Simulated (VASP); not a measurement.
# Cu in VASP: notebook, part 2 of 2

VASP 6.6.1. Earlier steps stand in the parts before.

## 6. Single point, BLYP

This run uses another cell than the first one, of 12.68 Å³/atom, 1.074 times its volume.

INCAR reads:

```
SYSTEM = Cu
PREC     = Accurate       ! precision mode
ENCUT    = 520            ! plane-wave cutoff, eV
EDIFF    = 1E-6           ! SCF threshold, eV
ISMEAR   = -1             ! smearing method
SIGMA    = 0.05           ! smearing width, eV
LREAL    = .False.        ! projectors in reciprocal space
LASPH    = .True.         ! aspherical terms in the spheres
NELM     = 60             ! most SCF steps
ALGO     = Fast           ! electronic algorithm
ISIF     = 2              ! what is computed and relaxed
LWAVE    = .False.        ! write WAVECAR
LCHARG   = .False.        ! write CHGCAR
GGA      = B5             ! functional
ALDAX    = 1.0          
AGGAX    = 1.0          
AGGAC    = 1.0          
ALDAC    = 0.0          
NBANDS   = 12             ! bands
```

KPOINTS reads:

```
Automatic mesh
0
Gamma
  13 12 13
  0 0 0
```

POSCAR reads:

```
Cu
1.0
    0.0051035220      1.8357023443      1.8486606158
    1.8667191535     -0.0135208233      1.8670398186
    1.8481381487      1.8356984922      0.0051418444
Cu
1
Direct
    0.0000000000      0.0000000000      0.0000000000
```

Potentials or basis: VASP PAW PBE potentials, release 64 (Cu).

Run with:

```bash
cat potpaw_PBE.64/Cu/POTCAR > POTCAR
mpirun -np 1 vasp_std > vasp.out
```

OUTCAR:

```text
SYSTEM = Cu
   PREC = Accurate
   ENCUT = 520
   EDIFF = 1E-6
   ISMEAR = -1
   LREAL = .False.
   LASPH = .True.
   NELM = 60
   ISIF = 2
   GGA = B5

 ion  position               nearest neighbor table
   1  0.000  0.000  0.000-

  LATTYP: Found a triclinic cell.
 ALAT       =     4.5144209609
 B/A-ratio  =     0.5774355010
 C/A-ratio  =     0.8162663860
 COS(alpha) =     0.0000468818
 COS(beta)  =     0.4051773017
 COS(gamma) =     0.8662358987

  Lattice vectors:

 A1 = (   1.8379311047,  -1.8357061964,  -3.6921793872)
 A2 = (   1.8430346267,  -0.0000038521,  -1.8435187714)
 A3 = (   0.0134774828,  -3.6849216598,   0.0132373584)

Analysis of symmetry for initial positions (statically):
=====================================================================
 Subroutine PRICEL returns:
 Original cell was already a primitive cell.

 Routine SETGRP: Setting up the symmetry group for a
 triclinic supercell.

 Subroutine GETGRP returns: Found  2 space group operations
 (whereof  2 operations were pure point group operations)
 out of a pool of  2 trial point group operations.

[... 169 lines left out ...]
      1      -1.5270      2.00000
      2       4.2539      2.00000
      3       4.3137      2.00000
      4       4.3227      2.00000
      5       5.0145      2.00000
      6       5.0439      2.00000
      7      29.5184      0.00000
      8      30.8904      0.00000
      9      31.4106      0.00000
     10      31.5686      0.00000
     11      33.5259      0.00000
     12      34.0128      0.00000
[... 331 lines left out ...]
 k-point    24 :       0.2308    0.1667   -0.0000
  band No.  band energies     occupation
      1       0.3064      2.00000
      2       3.8666      2.00000
      3       4.5709      2.00000
      4       4.6992      2.00000
      5       4.8000      2.00000
      6       5.2052      2.00000
      7      23.4652      0.00000
      8      25.2873      0.00000
      9      27.1453      0.00000
     10      28.0809      0.00000
     11      29.6832      0.00000
     12      38.7434      0.00000

 [... further k-points ...]

------------------------ aborting loop because EDIFF is reached ----------------------------------------

  FORCE on cell =-STRESS in cart. coord.  units (eV):
  Direction    XX          YY          ZZ          XY          YZ          ZX
  --------------------------------------------------------------------------------------
  -------------------------------------------------------------------------------------
  Total        0.0775467      0.0770578      0.0766519     -0.0002422     -0.0005802      0.0025503
  in kB        9.7982913      9.7365101      9.6852277     -0.0306044     -0.0733101      0.3222351
  external PRESSURE =       9.7400097 kB  Pullay stress =       0.0000000 kB

 VOLUME and BASIS-vectors are now :
 -----------------------------------------------------------------------------
  energy-cutoff  :      520.00
  volume of cell :       12.68
      direct lattice vectors                 reciprocal lattice vectors
     0.005103522  1.835702344  1.848660616    -0.270296282  0.271365469  0.272215046
     1.866719154 -0.013520823  1.867039819     0.266885662 -0.269441579  0.266816136
     1.848138149  1.835698492  0.005141844     0.272262593  0.271401160 -0.270250385

 POSITION                                       TOTAL-FORCE (eV/Angst)
 -----------------------------------------------------------------------------------
      0.00000      0.00000      0.00000        -0.000000      0.000000      0.000000
 -----------------------------------------------------------------------------------
    total drift:                                0.000000     -0.000000      0.000000

  FREE ENERGIE OF THE ION-ELECTRON SYSTEM (eV)
  ---------------------------------------------------
  free  energy   TOTEN  =        -2.9854675812 eV

  energy  without entropy=       -2.9837523928  energy(sigma->0) =       -2.98460999
```

OSZICAR:

```text
N       E                     dE             d eps       ncg     rms          rms(c)
DAV:   1     0.448445899166E+02    0.44845E+02   -0.53867E+03 26584   0.150E+03
DAV:   2    -0.231845965111E+01   -0.47163E+02   -0.43480E+02 25056   0.203E+02
DAV:   3    -0.376655296619E+01   -0.14481E+01   -0.14314E+01 28496   0.410E+01
DAV:   4    -0.377663270361E+01   -0.10080E-01   -0.10078E-01 27432   0.304E+00
DAV:   5    -0.377673981288E+01   -0.10711E-03   -0.10711E-03 28820   0.316E-01    0.716E+00
RMM:   6    -0.333616203219E+01    0.44058E+00   -0.31209E+00 30398   0.327E+01    0.436E+00
RMM:   7    -0.299463015534E+01    0.34153E+00   -0.49885E-01 30212   0.130E+01    0.823E-01
RMM:   8    -0.298591866879E+01    0.87115E-02   -0.11618E-02 31182   0.137E+00    0.163E-01
RMM:   9    -0.298540143423E+01    0.51723E-03   -0.26635E-03 32506   0.876E-01    0.299E-02
RMM:  10    -0.298545808737E+01   -0.56653E-04   -0.54558E-04 32148   0.308E-01    0.289E-02
RMM:  11    -0.298546527038E+01   -0.71830E-05   -0.11914E-04 33421   0.114E-01    0.607E-03
RMM:  12    -0.298546801868E+01   -0.27483E-05   -0.18797E-05 32186   0.466E-02    0.286E-03
RMM:  13    -0.298546758124E+01    0.43744E-06   -0.18344E-06 22695   0.184E-02
   1 F= -.29854676E+01 E0= -.29846100E+01  d E =-.171519E-02
```

It took 99 s on 1 thread of Intel Xeon Platinum 8559C (Emerald Rapids), shared host; peak memory 0.25 GiB.

Results:

```yaml
Free_energy: -2.9855 eV
Pressure: 1.0 GPa
```

Levels at points of the mesh, in eV from the Fermi level:
| k point | band 4 | band 5 | band 6 | band 7 | band 8 | band 9 |
| --- | --- | --- | --- | --- | --- | --- |
| (0.00, 0.00, 0.00) | -2.94 | -2.25 | -2.22 | 22.26 | 23.63 | 24.15 |
| (0.00, 0.50, 0.00) | -1.73 | -1.71 | -0.78 | 3.12 | 20.96 | 21.03 |

Caveat: the PAW data sets were made with another functional, which shifts forces and pressure a little.

## 7. Overview

| level | cell | k mesh | smearing | further INCAR settings | gap on the mesh (eV) | pressure (GPa) |
| --- | --- | --- | --- | --- | --- | --- |
| PBEsol | a = 2.565, b = 2.598, c = 2.506 Å, angles 60.0, 60.3, 59.7°, 1 atom | 9 × 9 × 9 | fermi-dirac 0.005 eV | ALGO = Fast; EDIFF = 1e-06; NBANDS = 12 | none | -5.2 |
| PBEsol | a = 2.565, b = 2.598, c = 2.506 Å, angles 60.0, 60.3, 59.7°, 1 atom | 9 × 9 × 9 | fermi-dirac 0.1 eV | ALGO = Fast; EDIFF = 1e-07; NBANDS = 12 | none | -5.7 |
| revPBE | a = 2.579, b = 2.602 Å, angles 60.1°, 1 atom | 13 × 12 × 13 | fermi-dirac 0.05 eV | ALGO = Fast; EDIFF = 1e-07; NBANDS = 12 | none | 0.7 |
| RPBE | a = 2.588, b = 2.611 Å, angles 60.1°, 1 atom | 13 × 12 × 13 | fermi-dirac 0.05 eV | ALGO = Fast; EDIFF = 1e-06; NBANDS = 12 | none | 0.7 |
| BLYP | a = 2.605, b = 2.640 Å, angles 60.0°, 1 atom | 13 × 12 × 13 | fermi-dirac 0.05 eV | ALGO = Fast; EDIFF = 1e-06; NBANDS = 12 | none | 1.0 |

Alike in all rows: task single point; potentials or basis VASP PAW PBE potentials, release 64 (Cu); no spin polarisation; cutoff (eV) 520.

Caveats: the PAW data sets were made with another functional, which shifts forces and pressure a little.

Absolute energies hang on the potentials; compare differences alone.
